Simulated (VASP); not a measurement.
Write the native input for VASP 6.6.1 that does the following.

```
Task                   : single point
Functional             : PBE
Potentials or basis    : VASP PAW PBE potentials, release 64 (Bi_d, Te, N)
Cutoff                 : 520 eV
k mesh                 : 12 × 12 × 12
Occupations            : gaussian, width 0.1 eV
Spin                   : no spin polarisation
Dipole correction      : no
Further INCAR settings : ALGO = Normal; EDIFF = 1e-06; NBANDS = 24
```

The structure of BiTe2N lies in POSCAR:

```
BiTe2N
1.0
   -2.8992930682      2.8992930682      2.9473185969
    2.8992930682     -2.8992930682      2.9473185969
    2.8992930682      2.8992930682     -2.9473185969
Bi Te N
1 2 1
Direct
    0.5000000000      0.5000000000      0.0000000000
    0.7500000000      0.2500000000      0.5000000000
    0.2500000000      0.7500000000      0.5000000000
    0.0000000000      0.0000000000      0.0000000000
```

The cell was built from a structure type or drawn by symmetry, and may not be a known phase.

One way to write it, as run:

INCAR

```
SYSTEM = BiTe2N
  PREC = Accurate
  ENCUT = 520
  EDIFF = 1E-6
  ISMEAR = 0
  SIGMA = 0.1
  LREAL = .False.
  LASPH = .True.
  NELM = 60
  ALGO = Normal
  ISIF = 2
  LWAVE = .False.
  LCHARG = .False.
  GGA = PE
  NBANDS = 24
```

KPOINTS

```
regular mesh
0
Gamma
  12 12 12
  0 0 0
```

Potentials or basis: VASP PAW PBE potentials, release 64 (Bi_d, Te, N).

Command:

```console
$ cat potpaw_PBE.64/Bi_d/POTCAR potpaw_PBE.64/Te/POTCAR potpaw_PBE.64/N/POTCAR > POTCAR
$ mpirun -np 1 vasp_std > vasp.out
```

It gave:

```json
{
  "Pressure": "-0.1 GPa",
  "Band gap on the k mesh": "zero (bands 16 and 17 overlap by 2.19 eV)"
}
```

Caveat: spin-orbit coupling is left out, which moves the levels of the heavy elements.

Run time: 6 min on 1 thread of Intel(R) Xeon(R) Platinum 8259CL CPU @ 2.50GHz (Skylake/Cascade Lake), with other jobs on the host, peak memory 0.52 GiB.
